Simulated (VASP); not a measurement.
Input of a VASP 6.6.1 run:

INCAR

```
SYSTEM = MgH2
  PREC = Accurate
  ENCUT = 600
  EDIFF = 1E-6
  ISMEAR = 0
  SIGMA = 0.05
  LREAL = .FALSE.
  LASPH = .TRUE.
  NELM = 120
  ALGO = Normal
  ISIF = 2
  LWAVE = .FALSE.
  LCHARG = .FALSE.
  GGA = PE
  NBANDS = 9
  GGA_COMPAT = .FALSE.
```

KPOINTS

```
regular mesh
0
G
  10 10 10
  0 0 0
```

The input POSCAR:

```
MgH2
1.0
    0.0000000000      2.3810671650      2.3810671650
    2.3810671650      0.0000000000      2.3810671650
    2.3810671650      2.3810671650      0.0000000000
Mg H
1 2
Direct
    0.0000000000      0.0000000000      0.0000000000
    0.7500000000      0.7500000000      0.7500000000
    0.2500000000      0.2500000000      0.2500000000
```

Potentials or basis: VASP PAW PBE potentials, release 64 (Mg, H).

Run with:

```bash
$ cat potpaw_PBE.64/Mg/POTCAR potpaw_PBE.64/H/POTCAR > POTCAR
$ mpirun -np 1 vasp_std > vasp.out
```

**Question.** Estimate the pressure.

**Answer.** -0.4 GPa.

**Question.** Predict the band gap on the k mesh.

**Answer.** Zero (band 2 reaches 3.88 eV, above the bottom of band 3 at 2.60 eV).
